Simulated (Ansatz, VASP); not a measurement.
## Two plane-wave programs on AgI

```
Ag I
1.0
     4.55785    0.00000    0.00000
    -2.27893    3.94722    0.00000
     0.00000    0.00000    7.78148
Ag I
2 2
Cartesian
  0.0000 2.6315 0.0475
  2.2789 1.3157 3.9383
  0.0000 2.6315 2.8705
  2.2789 1.3157 6.7613
```

Change from the starting cell: epitaxial_xy strain -2.0%.

Alike in both runs: task single point; functional r2SCAN; k mesh 6 × 6 × 4; no spin polarisation.

|  | VASP | Ansatz |
| --- | --- | --- |
| version | VASP 6.6.1 | Ansatz 0.2.0 |
| potentials or method | VASP PAW PBE potentials, release 64 (Ag, I) | plane waves, PAW |
| plane-wave cutoff (eV) | 550 | 500 |
| occupations | gaussian, width 0.01 eV | fixed |
| valence electrons in the cell | 36 | 72 |

|  | VASP | Ansatz | Ansatz less VASP |
| --- | --- | --- | --- |
| gap on the k mesh at the Fermi level (eV) | 1.79 | 1.82 | +0.032 |
| pressure (GPa) | 0.3 | 0.4 | +0.11 |
| traceless stress, the component that is largest in VASP (GPa) | -0.45 | -0.43 | +0.014 |

VASP's potentials were made for PBE, not for r2SCAN. VASP's potentials hold 36 valence electrons a cell and Ansatz's 72, so a difference there can come from the potentials and not from the codes.

Neither program's run includes spin-orbit coupling.
